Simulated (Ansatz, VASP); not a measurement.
Si3Ge2: VASP beside Ansatz

```xyz
5
Lattice="-1.4900 1.4900 9.4076 1.4900 -1.4900 9.4076 1.4900 1.4900 -9.4076" Properties=species:S:1:pos:R:3 pbc="T T T"
Si    0.0000    0.0000    7.8307
Si    0.0000    0.0000    0.0000
Si    0.0000    0.0000   10.9844
Ge    0.0000    0.0000   15.2514
Ge    0.0000    0.0000    3.5638
```

Alike in both runs: functional PBE; k mesh 8 × 8 × 8; occupations gaussian, width 0.1 eV; no spin polarisation.

Ansatz relaxed the structure, and its values are those at the end. VASP's run is a single point on that final structure, the one shown.

```csv
,VASP,Ansatz
version,VASP 6.6.1,Ansatz 0.2.0
potentials or method,"VASP PAW PBE potentials, release 64 (Si, Ge_d), cutoff 520 eV","scalar-relativistic, plane waves, PAW"
valence electrons in the cell,40,40
```

VASP gave:

* gap on the k mesh at the Fermi level (eV): none
* pressure (GPa): 0.1
* rms of the force components (eV/Å): 0.009

Task: Which values does Ansatz return?

Result: gap on the k mesh at the Fermi level (eV): none; pressure (GPa): 0.1; rms of the force components (eV/Å): 0.008.

A gap of «none» marks a metal or a gap that the smearing closes. The functional is the same, so the differences come from potentials, cutoffs and numerics.

The k mesh is coarse, so the values compare programs but aren't converged.
